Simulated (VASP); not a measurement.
The system is S.

```
CELL_PARAMETERS angstrom
2.23228 0.00000 0.00000
0.00000 2.23228 0.00000
0.00000 0.00000 2.23228
ATOMIC_POSITIONS crystal
S 0.00000 0.00000 0.00000
```

```yaml
Program: VASP 6.6.1
Task: relaxation of cell and atoms
Functional: PBE
Potentials_or_basis: VASP PAW PBE potentials, release 64 (S)
Cutoff: 600 eV
k_mesh: 16 × 16 × 16
Occupations: fermi-dirac, width 0.08 eV
Spin: no spin polarisation
```

At the start: pressure 73.2 GPa; volume 11.12 Å³/atom.

Problem. Where does the relaxation end?

Solution. Over 20 steps the energy falls by 1077.9 meV/atom and the volume is 17.15 Å³/atom (+54.2 %); space group Pm-3m (No. 221, to 0.05 Å).

Step by step:
```
step  energy change (eV)  largest force (eV/Å)  pressure (GPa)  volume (Å³)
   1              0.0000                0.0000           73.24        11.12
   2             -0.8866                0.0000          -11.57        21.48
   3             -1.0773                0.0000           -0.91        17.35
   4             -1.0778                0.0000           -0.24        17.20
   5             -1.0777                0.0000            0.44        17.06
   6             -1.0778                0.0000            0.45        17.07
   7             -1.0778                0.0000            0.42        17.07
   8             -1.0778                0.0000            0.42        17.07
   9             -1.0778                0.0000            0.42        17.07
  10             -1.0778                0.0000            0.42        17.07
  11             -1.0778                0.0000            0.42        17.07
  12             -1.0778                0.0000            0.42        17.07
  13             -1.0778                0.0000            0.42        17.07
  14             -1.0778                0.0000            0.42        17.07
  15             -1.0778                0.0000            0.39        17.07
  16             -1.0778                0.0000            0.36        17.08
  17             -1.0778                0.0000            0.30        17.09
  18             -1.0778                0.0000            0.19        17.12
  19             -1.0779                0.0000           -0.05        17.16
  20             -1.0779                0.0000            0.00        17.15
```

Final structure:
```xyz
1
Lattice="2.5790 0.0000 0.0000 0.0000 2.5790 0.0000 0.0000 0.0000 2.5790" Properties=species:S:1:pos:R:3 pbc="T T T"
S     0.0000    0.0000    0.0000
```

Caveat: the volume moved by over 15 % at a fixed basis, so the end points are rough.
